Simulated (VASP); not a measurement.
Write the native input for VASP 6.6.1 that does the following.

| Property | Result |
| --- | --- |
| Task | single point |
| Functional | PBE |
| Potentials or basis | VASP PAW PBE potentials, release 64 (Li_sv, F, H) |
| Cutoff | 520 eV |
| k mesh | 2 × 2 × 2 |
| Occupations | gaussian, width 0.02 eV |
| Spin | collinear spin |
| Starting moments | [0.0, 0.0, 0.0, 0.0, 0.0, 0.0, 0.0, 0.0, 0.0, 0.0, 0.0, 0.0, 0.0, 0.0, 0.0, 0.0, 0.58] μB |
| Dipole correction | no |
| Further INCAR settings | LREAL = Auto; ALGO = Normal; EDIFF = 1e-06; NBANDS = 58 |

The structure of Li8HF8 (a cell with a defect) lies in POSCAR:

```
Li8HF8
1.0
   -4.0681815568      4.0681815568      0.0000000000
    0.0000000000      4.0681815568     -4.0681815568
   -4.0681815568      0.0000000000     -4.0681815568
Li F H
8 8 1
Direct
    0.0011599777     -0.0046807154      0.5023536859
    0.0011789051      0.5011767473      0.5023782669
   -0.0141763585      0.0043156874      0.0054950842
    0.0011442459      0.5011393842     -0.0034381455
    0.5043739989      0.0043589500      0.4868592939
    0.4953001659      0.5011639652      0.5023625351
    0.5043061553      0.0042906148      0.0054697657
    0.5043454849      0.4857656848      0.0055093411
    0.2408275015      0.7408381258      0.7420644723
    0.2408748199      0.2761618390      0.7421051538
    0.2409028423      0.7409102711      0.2772969899
    0.2522144073      0.2488578707      0.2500822507
    0.7761983962      0.7408688521      0.7420915114
    0.7488468638      0.2488549210      0.7534621937
    0.7488500593      0.7522252774      0.2500822507
    0.7488557129      0.2488608205      0.2500817591
    0.3747474096     -0.1253354829      0.8756916205
```

These files were run (other wordings do the same):

INCAR

```
SYSTEM = Li8HF8
PREC = Accurate
ENCUT = 520
EDIFF = 1E-6
ISMEAR = 0
SIGMA = 0.02
LREAL = Auto
LASPH = .True.
NELM = 150
ALGO = Normal
ISIF = 2
LWAVE = .False.
LCHARG = .False.
ISPIN = 2
MAGMOM = 0 0 0 0 0 0 0 0 0 0 0 0 0 0 0 0 0.58
LORBIT = 11
GGA = PE
NBANDS = 58
```

KPOINTS

```
Automatic mesh
0
Gamma
  2 2 2
  0 0 0
```

Potentials or basis: VASP PAW PBE potentials, release 64 (Li_sv, F, H).

Run with:

```console
$ cat potpaw_PBE.64/Li_sv/POTCAR potpaw_PBE.64/F/POTCAR potpaw_PBE.64/H/POTCAR > POTCAR
$ mpirun -np 1 vasp_std > vasp.out
```

It gave:

```
Largest force                                         : 0.010 eV/Å
Band gap on the k mesh                                : 1.59 eV
Net moment                                            : 1.00 μB per cell
Site moments                                          : Li +0.00, +0.01 (each value once); F +0.07, +0.00 (each value once); H +0.35 μB
Valence electrons inside the program's atomic spheres : Li 2.07, 2.06 (each value once); F 6.13, 6.14 (each value once); H 0.49
```

Caveat: the k points lie up to 0.67 Å⁻¹ apart.

Wall time 3.6 min on 1 thread of AMD EPYC 9R45 96-Core Processor (Zen 5) (shared host), peak memory 0.39 GiB.
